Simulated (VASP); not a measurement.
Input of a VASP 6.6.1 run:

The input INCAR:

```
SYSTEM = Re
PREC = Accurate
ENCUT = 600
EDIFF = 1E-7
ISMEAR = 0
SIGMA = 0.1
LREAL = .FALSE.
LASPH = .TRUE.
NELM = 80
ALGO = Fast
ISIF = 4
LWAVE = .FALSE.
LCHARG = .FALSE.
GGA = PS
IBRION = 2
NSW = 50
EDIFFG = -0.01
```

The input KPOINTS:

```
Automatic mesh
0
G
  18 18 10
  0 0 0
```

POSCAR

```
Re
1.0
    2.8395457196      0.0000000000      0.0000000000
   -1.4197728598      2.4591187284      0.0000000000
    0.0000000000      0.0000000000      4.5853444919
Re
2
Direct
    0.3333333333      0.6666666667      0.2500000000
    0.6666666667      0.3333333333      0.7500000000
```

Potentials or basis: VASP PAW PBE potentials, release 64 (Re).

Launch:

```sh
$ cat potpaw_PBE.64/Re/POTCAR > POTCAR
$ mpirun -np 1 vasp_std > vasp.out
```

Problem. Predict the band gap on the k mesh.

Solution. Zero (band 7 reaches 7.96 eV, above the bottom of band 8 at 5.21 eV).

Final structure:
```cif
data_structure
_symmetry_space_group_name_H-M 'P 1'
_symmetry_Int_Tables_number 1
_cell_length_a 2.8404
_cell_length_b 2.8404
_cell_length_c 4.5825
_cell_angle_alpha 90.000
_cell_angle_beta 90.000
_cell_angle_gamma 120.000
_cell_volume 32.02
loop_
_atom_site_label
_atom_site_type_symbol
_atom_site_fract_x
_atom_site_fract_y
_atom_site_fract_z
_atom_site_occupancy
Re1 Re 0.33333 0.66667 0.25000 1
Re2 Re 0.66667 0.33333 0.75000 1
```

Caveat: spin-orbit coupling is left out, which moves the levels of the heavy elements.
